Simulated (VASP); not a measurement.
Mg: single point with r2SCAN

Mg:

```
Mg
1.0
     3.20613    0.00000    0.00000
    -1.60306    2.77659    0.00000
     0.00000    0.00000    5.16286
Mg
2
Cartesian
  0.0000 1.8511 3.8721
  1.6031 0.9255 1.2907
```

| Item | Value |
| --- | --- |
| Program | VASP 6.6.1 |
| Task | single point |
| Functional | r2SCAN |
| Potentials or basis | VASP PAW PBE potentials, release 64 (Mg) |
| Cutoff | 520 eV |
| k mesh | 16 × 16 × 8 |
| Occupations | gaussian, width 0.05 eV |
| Spin | no spin polarisation |
| Dipole correction | no |
| Further INCAR settings | ALGO = Normal; EDIFF = 1e-06; NBANDS = 9 |

```yaml
Pressure: -0.9 GPa
Band_gap_on_the_k_mesh: zero (bands 2 and 3 overlap by 2.13 eV)
```

Stress tensor (GPa, compression positive):
```
-0.88  0.00  0.00
 0.00 -0.88  0.00
 0.00  0.00 -1.06
```

Levels at points of the mesh, in eV from the Fermi level:
| k point | band 1 | band 2 | band 3 | band 4 | band 5 | band 6 | band 7 |
| --- | --- | --- | --- | --- | --- | --- | --- |
| (0.00, 0.00, 0.00) | -7.40 | -1.87 | -1.13 | 11.59 | 11.59 | 11.73 | 11.73 |
| (0.50, 0.00, 0.00) | -2.40 | -2.25 | 2.82 | 3.12 | 3.62 | 4.04 | 7.29 |
| (0.00, 0.00, 0.50) | -5.90 | -5.90 | 5.51 | 5.51 | 12.36 | 12.36 | 12.36 |
| (0.50, 0.00, 0.50) | -1.27 | -1.27 | -0.41 | -0.41 | 8.52 | 8.52 | 8.56 |

Run time: 3.1 min on 1 thread of Intel Xeon 8259CL, with other jobs on the host, peak memory 0.21 GiB.

Caveat: the PAW data sets were made with another functional, which shifts forces and pressure a little.
